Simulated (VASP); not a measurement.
Crystal: InGaAs2.

```
CELL_PARAMETERS angstrom
4.21500 0.00000 0.00000
0.00000 4.21500 0.00000
0.00000 0.00000 5.98984
ATOMIC_POSITIONS crystal
In 0.00000 0.00000 0.50000
Ga 0.50000 0.50000 0.00000
As 0.50000 0.00000 0.76941
As 0.00000 0.50000 0.23059
```

- Program: VASP 6.6.1
- Task: relaxation of cell and atoms
- Functional: PBEsol
- Potentials or basis: VASP PAW PBE potentials, release 64 (In_d, Ga_d, As)
- Cutoff: 600 eV
- k mesh: 6 × 6 × 4
- Occupations: fermi-dirac, width 0.02 eV
- Spin: no spin polarisation

At the start: pressure -2.5 GPa; volume 26.60 Å³/atom.

**Question.** Where does the relaxation end?

**Answer.** Over 7 steps the energy falls by 9.7 meV/atom and the volume is 25.41 Å³/atom (-4.5 %); space group P-4m2 (No. 115, to 0.1 Å) before and after.

The path:
```
step  energy change (eV)  largest force (eV/Å)  pressure (GPa)  volume (Å³)
   1              0.0000                0.0160           -2.52       106.42
   2             -0.0339                0.0507            1.01       100.10
   3             -0.0388                0.0318            0.00       101.69
   4             -0.0388                0.0307           -0.06       101.78
   5             -0.0389                0.0148           -0.05       101.77
   6             -0.0389                0.0008           -0.05       101.76
   7             -0.0389                0.0029            0.03       101.64
```

Final structure:
```
CELL_PARAMETERS angstrom
4.15112 0.00000 0.00000
0.00000 4.15112 0.00000
0.00000 0.00000 5.89813
ATOMIC_POSITIONS crystal
In 0.00000 0.00000 0.50000
Ga 0.50000 0.50000 0.00000
As 0.50000 0.00000 0.76976
As 0.00000 0.50000 0.23024
```

Caveat: the PAW data sets were made with another functional, which shifts forces and pressure a little.
